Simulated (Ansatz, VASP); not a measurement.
## One calculation of SnGe2, two programs

```xyz
3
Lattice="4.9237 -2.1468 0.0000 4.9237 2.1468 0.0000 -0.6924 0.0000 3.1523" Properties=species:S:1:pos:R:3 pbc="T T T"
Sn    0.0000    0.0000    0.0000
Ge    6.1033    0.0000    2.1016
Ge    3.0516    0.0000    1.0508
```

Alike in both runs: task single point; functional PBE; k mesh 4 × 4 × 6; occupations gaussian, width 0.1 eV; no spin polarisation.

|  | VASP | Ansatz |
| --- | --- | --- |
| version | VASP 6.6.1 | Ansatz 0.2.0 |
| potentials or method | VASP PAW PBE potentials, release 64 (Sn_d, Ge_d), cutoff 520 eV | scalar-relativistic, plane waves, PAW |
| valence electrons in the cell | 42 | 42 |

VASP gave:

- gap on the k mesh at the Fermi level (eV): none
- pressure (GPa): 1.0
- traceless stress, the component that is largest in VASP (GPa): 4.96
- rms of the force components (eV/Å): 0.157

Task: What did Ansatz give for the same quantities?

Result: gap on the k mesh at the Fermi level (eV): none; pressure (GPa): 1.1; traceless stress, the component that is largest in VASP (GPa): 4.97; rms of the force components (eV/Å): 0.157.

Atom by atom the forces differ by 0.000 eV/Å (rms over components). A gap of «none» marks a metal or a gap that the smearing closes.

The k mesh is coarse, so the values compare programs but aren't converged.
